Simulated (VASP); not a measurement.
Runs of VASP 6.6.1 on Cr2O3. The structure is that of space group Pn-3m (No. 224), or close to it. The cells are those of the table. 

| cell | gap on the mesh (eV) | pressure (GPa) |
| --- | --- | --- |
| a = 4.588 Å, 10 atoms | none | 0.5 |
| a = 4.618 Å, 10 atoms | none | -4.0 |
| a = 4.678 Å, 10 atoms | none | -11.6 |
| a = 4.648 Å, 10 atoms | none | (b) |
| a = 4.494 Å, 10 atoms | none | (a) |

Alike in all rows: task single point; level PBE; potentials or basis VASP PAW PBE potentials, release 64 (Cr_pv, O); no spin polarisation; k mesh 24 × 24 × 24; cutoff (eV) 600; smearing fermi-dirac 0.0612256 eV.

Question: Fill in the values left out.

Answer: (a) 17.1; (b) -8.0.

Caveats: the run has no spin polarisation, though such a crystal can be magnetic; semilocal functionals often make such compounds metallic where correlation or magnetic order opens a gap, which also shifts bond lengths; the cell stands under tension (at least some runs); the cell stands under pressure (at least some runs).

A gap of «none» marks levels without a gap at the run's occupations.
